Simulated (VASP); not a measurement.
# TePb (CsCl type) (Pm-3m) in VASP: notebook

The runs below take TePb (CsCl type) through single point, with PBE.

All numbers are computed with VASP 6.6.1; they aren't measurements. Logs are shortened: lines on timing, memory, paths and dates and some standing lists are left out, and cuts for length are marked.

### 1 The cell of the first run

Symmetry: Pm-3m, No. 221, cubic system. Conventional cell: a = 3.915 Å, b = 3.915 Å, c = 3.915 Å, α = 90.00°, β = 90.00°, γ = 90.00°. Pb (site symmetry m-3m) has 8 Te at 3.39 Å and 6 Pb at 3.91 Å within 4.5 Å. Within 4.5 Å of Te (site symmetry m-3m) lie 8 Pb at 3.39 Å and 6 Te at 3.91 Å.

### 2 Single point, PBE (volume scaled by 0.94)

INCAR reads:

```
  PREC = Accurate
  ENCUT = 520
  EDIFF = 1E-7
  ISMEAR = -1
  SIGMA = 0.1
  LREAL = False
  LASPH = True
  NELM = 100
  ALGO = Normal
  ISIF = 2
  LWAVE = False
  LCHARG = False
  GGA = PE
  NBANDS = 17
```

KPOINTS reads:

```
regular mesh
0
Gamma
  11 11 11
```

POSCAR reads:

```
TePb
1.0
    3.9146072976      0.0000000000      0.0000000000
    0.0000000000      3.9146072976      0.0000000000
    0.0000000000      0.0000000000      3.9146072976
Pb Te
1 1
Direct
    0.0000000000      0.0000000000      0.0000000000
    0.5000000000      0.5000000000      0.5000000000
```

Potentials or basis: VASP PAW PBE potentials, release 64 (Pb_d, Te).

Run with:

```console
cat potpaw_PBE.64/Pb_d/POTCAR potpaw_PBE.64/Te/POTCAR > POTCAR
mpirun -np 1 vasp_std > vasp.out
```

OUTCAR:

```text
PREC = Accurate
   ENCUT = 520
   EDIFF = 1E-7
   ISMEAR = -1
   LREAL = False
   LASPH = True
   NELM = 100
   ISIF = 2
   GGA = PE

 ion  position               nearest neighbor table
   1  0.000  0.000  0.000-   2 3.39   2 3.39   2 3.39   2 3.39   2 3.39   2 3.39   2 3.39   2 3.39

   2  0.500  0.500  0.500-   1 3.39   1 3.39   1 3.39   1 3.39   1 3.39   1 3.39   1 3.39   1 3.39

  LATTYP: Found a simple cubic cell.
 ALAT       =     3.9146072976

  Lattice vectors:

 A1 = (   3.9146072976,   0.0000000000,   0.0000000000)
 A2 = (   0.0000000000,   3.9146072976,   0.0000000000)
 A3 = (   0.0000000000,   0.0000000000,   3.9146072976)

Analysis of symmetry for initial positions (statically):
=====================================================================
 Subroutine PRICEL returns:
 Original cell was already a primitive cell.

 Routine SETGRP: Setting up the symmetry group for a
 simple cubic supercell.

 Subroutine GETGRP returns: Found 48 space group operations
 (whereof 48 operations were pure point group operations)
 out of a pool of 48 trial point group operations.

The static configuration has the point symmetry O_h .

Analysis of symmetry for dynamics (positions and initial velocities):
=====================================================================
 Subroutine PRICEL returns:
 Original cell was already a primitive cell.

 Routine SETGRP: Setting up the symmetry group for a
 simple cubic supercell.

 Subroutine GETGRP returns: Found 48 space group operations
 (whereof 48 operations were pure point group operations)
 out of a pool of 48 trial point group operations.

The dynamic configuration has the point symmetry O_h .

 Subroutine INISYM returns: Found 48 space group operations
 (whereof 48 operations are pure point group operations),
 and found     1 'primitive' translations

----------------------------------------------------------------------------------------

                                     Primitive cell

  volume of cell :      59.9880

  direct lattice vectors                    reciprocal lattice vectors
     3.914607298  0.000000000  0.000000000     0.255453465  0.000000000  0.000000000
     0.000000000  3.914607298  0.000000000     0.000000000  0.255453465  0.000000000
     0.000000000  0.000000000  3.914607298     0.000000000  0.000000000  0.255453465

  length of vectors
     3.914607298  3.914607298  3.914607298     0.255453465  0.255453465  0.255453465

  position of ions in fractional coordinates (direct lattice)
     0.000000000  0.000000000  0.000000000
     0.500000000  0.500000000  0.500000000

  ion indices of the primitive-cell ions
   primitive index   ion index
                 1           1
                 2           2

----------------------------------------------------------------------------------------

 KPOINTS: regular mesh

Automatic generation of k-mesh.
 Grid dimensions read from file:
 generate k-points for:   11   11   11

 Generating k-lattice:

  Cartesian coordinates                     Fractional coordinates (reciprocal lattice)
     0.023223042  0.000000000  0.000000000     0.090909091  0.000000000  0.000000000
     0.000000000  0.023223042  0.000000000     0.000000000  0.090909091  0.000000000
     0.000000000  0.000000000  0.023223042     0.000000000  0.000000000  0.090909091

  Length of vectors
     0.023223042  0.023223042  0.023223042

  Shift w.r.t. Gamma in fractional coordinates (k-lattice)
     0.000000000  0.000000000  0.000000000

 Subroutine IBZKPT returns following result:
 ===========================================

 Found     56 irreducible k-points:

 Following reciprocal coordinates:
            Coordinates               Weight
  0.000000  0.000000  0.000000      1.000000
  0.090909  0.000000  0.000000      6.000000
  0.181818  0.000000  0.000000      6.000000
  0.272727  0.000000  0.000000      6.000000
  0.363636  0.000000  0.000000      6.000000
  0.454545  0.000000  0.000000      6.000000
[... 16 lines left out ...]
  0.181818  0.090909  0.090909     24.000000
  0.272727  0.090909  0.090909     24.000000
 [... further k-points ...]
   k-points           NKPTS =     56   k-points in BZ     NKDIM =     56   number of bands    NBANDS=     17
   number of dos      NEDOS =    301   number of ions     NIONS =      2
   total plane-waves  NPLWV =  27000
   dimension x,y,z NGX =    30 NGY =   30 NGZ =   30
   dimension x,y,z NGXF=    60 NGYF=   60 NGZF=   60
   ions per type =               1   1
   NGX,Y,Z   is equivalent  to a cutoff of  12.74, 12.74, 12.74 a.u.
   NGXF,Y,Z  is equivalent  to a cutoff of  25.48, 25.48, 25.48 a.u.
 SYSTEM =  unknown system
   PREC   = accura    normal or accurate (medium, high low for compatibility)
   ISTART =      0    job   : 0-new  1-cont  2-samecut
   ICHARG =      2    charge: 1-file 2-atom 10-const
   ISPIN  =      1    spin polarized calculation?
   LNONCOLLINEAR =      F non collinear calculations
   LSORBIT =      F    spin-orbit coupling
   LASPH  =      T    aspherical Exc in radial PAW
   ENCUT  =  520.0 eV  38.22 Ry    6.18 a.u.   7.28  7.28  7.28*2*pi/ulx,y,z
   NELM   =    100;   NELMIN=  2; NELMDL= -5     # of ELM steps
   EDIFF  = 0.1E-06   stopping-criterion for ELM
   LREAL  =      F    real-space projection
   EDIFFG = 0.1E-05   stopping-criterion for IOM
   NSW    =      0    number of steps for IOM
   IBRION =     -1    ionic relax: 0-MD 1-quasi-New 2-CG
   NFREE  =      0    steps in history (QN), initial steepest desc. (CG)
   ISIF   =      2    stress and relaxation
   ISYM   =      2    0-nonsym 1-usesym 2-fastsym
   POTIM  = 0.5000    time-step for ionic-motion
   TEBEG  =    0.0;   TEEND  =   0.0 temperature during run
   PSTRESS=    0.0 pullay stress
   NELECT =      20.0000    total number of electrons
   NUPDOWN=      -1.0000    fix difference up-down
   EMIN   =  10.00;   EMAX   =-10.00  energy-range for DOS
   EFERMI =   0.00;   METHOD = LEGACY
   ISMEAR =    -1;   SIGMA  =   0.10  broadening in eV -4-tet -1-fermi 0-gaus
   EFERMI_NEDOS =   21; number of points for ismear=-14 and -15
   IALGO  =     38    algorithm
   IMIX   =      4    mixing-type and parameters
     AMIX     =   0.40;   BMIX     =  1.00
     AMIX_MAG =   1.60;   BMIX_MAG =  1.00
  volume/ion in A,a.u.               =      29.99       202.41
  Fermi-wavevector in a.u.,A,eV,Ry     =   1.135176  2.145172 17.532809  1.288625
  Thomas-Fermi vector in A             =   2.271881
   LORBIT       =      0    0 simple, 1 ext, 2 COOP (PROOUT), +10 PAW based schemes
   GGA     = PE    functional components
   LHFCALC =     F    Hartree Fock is set to
   AEXX    =    0.0000 exact exchange contribution
   IVDW    =     0    specifies the selected vdW correction
   LEPSILON=     F    determine dielectric tensor
   LRPA    =     F    only Hartree local field effects (RPA)
 non-spin polarized calculation
  energy-cutoff  :      520.00
  volume of cell :       59.99
 maximum number of plane-waves:      1635
 NGX is ok and might be reduce to    30
   NGX = 15   NGY = 15   NGZ = 15

 number of electron      19.9999993 magnetization

 Free energy of the ion-electron system (eV)
  ---------------------------------------------------
  ext. energy  EPLUGINS =         0.00000000
  ---------------------------------------------------
  free energy    TOTEN  =        -7.05227786 eV

  energy without entropy =       -7.00988949  energy(sigma->0) =       -7.03108368

 E-fermi :   7.0973     XC(G=0):  -9.9932

 val. band max:        7.0520009514   @ k =   0.4545   0.1818   0.0000
 cond. band min:       7.1530394855   @ k =   0.1818   0.1818   0.0909
 fundamental gap:      0.1010385341
 Fermi energy:         7.0973325047

 k-point     1 :       0.0000    0.0000    0.0000
  band No.  band energies     occupation
      1      -9.9616      2.00000
      2      -9.9616      2.00000
      3      -9.8596      2.00000
      4      -9.8596      2.00000
      5      -9.8596      2.00000
      6      -5.4552      2.00000
[... 9 lines left out ...]
     16      17.9919      0.00000
     17      18.4622      0.00000

 k-point     2 :       0.0909    0.0000    0.0000
  band No.  band energies     occupation
      1      -9.9612      2.00000
      2      -9.9547      2.00000
      3      -9.8623      2.00000
      4      -9.8623      2.00000
      5      -9.8595      2.00000
      6      -5.3833      2.00000
[... 9 lines left out ...]
     16      17.9169      0.00000
     17      17.9765      0.00000

 k-point     3 :       0.1818    0.0000    0.0000
  band No.  band energies     occupation
      1      -9.9602      2.00000
      2      -9.9362      2.00000
      3      -9.8695      2.00000
      4      -9.8695      2.00000
      5      -9.8590      2.00000
      6      -5.1707      2.00000
[... 9 lines left out ...]
     16      16.7728      0.00000
     17      17.7233      0.00000

 k-point     4 :       0.2727    0.0000    0.0000
  band No.  band energies     occupation
      1      -9.9589      2.00000
      2      -9.9121      2.00000
      3      -9.8788      2.00000
      4      -9.8788      2.00000
      5      -9.8584      2.00000
      6      -4.8308      2.00000
[... 9 lines left out ...]
     16      15.6681      0.00000
     17      17.9453      0.00000
[... 343 lines left out ...]
      1      -9.9507      2.00000
      2      -9.9507      2.00000
      3      -9.8660      2.00000
      4      -9.8645      2.00000
      5      -9.8645      2.00000
      6      -5.2400      2.00000
[... 9 lines left out ...]
     16      17.1433      0.00000
     17      17.1433      0.00000

 k-point    23 :       0.1818    0.0909    0.0909
  band No.  band energies     occupation
      1      -9.9497      2.00000
      2      -9.9320      2.00000
      3      -9.8735      2.00000
      4      -9.8718      2.00000
      5      -9.8641      2.00000
      6      -5.0290      2.00000
[... 9 lines left out ...]
     16      16.5910      0.00000
     17      16.8575      0.00000

 k-point    24 :       0.2727    0.0909    0.0909
  band No.  band energies     occupation
      1      -9.9483      2.00000
      2      -9.9076      2.00000
      3      -9.8836      2.00000
      4      -9.8813      2.00000
      5      -9.8633      2.00000
      6      -4.6932      2.00000
[... 9 lines left out ...]
     16      16.2509      0.00000
     17      16.2618      0.00000

 [... further k-points ...]
[... 5 lines left out ...]
  --------------------------------------------------------------------------------------
  -------------------------------------------------------------------------------------
  Total        1.0702892      1.0702892      1.0702892     -0.0000000      0.0000000     -0.0000000
  in kB       28.5855887     28.5855887     28.5855887     -0.0000000      0.0000000     -0.0000000
  external PRESSURE =      28.5855887 kB  Pullay stress =       0.0000000 kB

 VOLUME and BASIS-vectors are now :
 -----------------------------------------------------------------------------
  energy-cutoff  :      520.00
  volume of cell :       59.99
      direct lattice vectors                 reciprocal lattice vectors
     3.914607298  0.000000000  0.000000000     0.255453465  0.000000000  0.000000000
     0.000000000  3.914607298  0.000000000     0.000000000  0.255453465  0.000000000
     0.000000000  0.000000000  3.914607298     0.000000000  0.000000000  0.255453465

 POSITION                                       TOTAL-FORCE (eV/Angst)
 -----------------------------------------------------------------------------------
      0.00000      0.00000      0.00000         0.000000      0.000000      0.000000
      1.95730      1.95730      1.95730         0.000000      0.000000      0.000000
 -----------------------------------------------------------------------------------
    total drift:                               -0.000000     -0.000000     -0.000000

  FREE ENERGIE OF THE ION-ELECTRON SYSTEM (eV)
  ---------------------------------------------------
  free  energy   TOTEN  =        -7.0522778624 eV

  energy  without entropy=       -7.0098894933  energy(sigma->0) =       -7.03108368
```

Run time: 24 s. Hardware: 1 thread of AMD EPYC 9R45 (Zen 5), shared host; peak memory 0.18 GiB.

What came out:

```yaml
Free_energy: -7.0523 eV
Pressure: 2.9 GPa
Band_gap_on_the_k_mesh: zero (band 10 reaches 7.37 eV, above the bottom of band 11 at 6.13 eV)
```

Caveat: the cell differs from its parent crystal (volume scaled by 0.94); spin-orbit coupling is left out, which moves the levels of the heavy elements.

### 3 Single point, PBE (volume scaled by 0.94)

INCAR reads:

```
SYSTEM = TePb
ALGO = Normal ; EDIFF = 1E-7
ENCUT = 520 ; GGA = PE
ISIF = 2 ; ISMEAR = -1
LASPH = .True. ; LCHARG = .False.
LREAL = .False. ; LWAVE = .False.
NBANDS = 17 ; NELM = 100
PREC = Accurate ; SIGMA = 0.1
```

KPOINTS reads:

```
k-points
0
Gamma
  11 11 11
  0 0 0
```

POSCAR is that of step 2.

Potentials or basis: VASP PAW PBE potentials, release 64 (Pb_d, Te).

Run with:

```console
cat potpaw_PBE.64/Pb_d/POTCAR potpaw_PBE.64/Te/POTCAR > POTCAR
mpirun -np 1 vasp_std > vasp.out
```

Wall time 24 s (1 thread of AMD EPYC 9R45 (Zen 5), shared host); peak memory 0.18 GiB.

The run converged. Its results:

```
Free energy            : -7.0523 eV
Pressure               : 2.9 GPa
Band gap on the k mesh : zero (band 10 reaches 7.37 eV, above the bottom of band 11 at 6.13 eV)
```

Levels at points of the mesh, in eV from the Fermi level:
```csv
k point,band 7,band 8,band 9,band 10,band 11,band 12,band 13,band 14
"(0.00, 0.00, 0.00)",-6.50,-1.66,-1.66,-1.66,3.97,3.97,5.76,5.76
```

Caveat: the cell differs from its parent crystal (volume scaled by 0.94); spin-orbit coupling is left out, which moves the levels of the heavy elements.

### 4 Single point, PBE

This run uses another cell than the first one, of 31.91 Å³/atom, 1.064 times its volume.

INCAR reads:

```
PREC = Accurate
ENCUT = 520
EDIFF = 1E-7
ISMEAR = -1
SIGMA = 0.1
LREAL = False
LASPH = True
NELM = 100
ALGO = Normal
ISIF = 2
LWAVE = False
LCHARG = False
GGA = PE
NBANDS = 17
```

KPOINTS reads:

```
Automatic mesh
0
Gamma
  11 11 11
```

POSCAR reads:

```
TePb
1.0
    3.9961849834      0.0000000000      0.0000000000
    0.0000000000      3.9961849834      0.0000000000
    0.0000000000      0.0000000000      3.9961849834
Pb Te
1 1
Direct
    0.0000000000      0.0000000000      0.0000000000
    0.5000000000      0.5000000000      0.5000000000
```

Run with:

```console
cat potpaw_PBE.64/Pb_d/POTCAR potpaw_PBE.64/Te/POTCAR > POTCAR
mpirun -np 1 vasp_std > vasp.out
```

Wall time 25 s (1 thread of AMD EPYC 9R45 (Zen 5), shared host); peak memory 0.18 GiB.

Results (log left out):

```yaml
Free_energy: -7.0857 eV
Pressure: 0.0 GPa
Band_gap_on_the_k_mesh: zero (band 10 reaches 6.63 eV, above the bottom of band 11 at 5.58 eV)
```

Levels at points of the mesh, in eV from the Fermi level:
```csv
k point,band 7,band 8,band 9,band 10,band 11,band 12,band 13,band 14
"(0.00, 0.00, 0.00)",-6.72,-1.54,-1.54,-1.54,4.05,4.05,5.31,5.31
```

Caveat: spin-orbit coupling is left out, which moves the levels of the heavy elements.
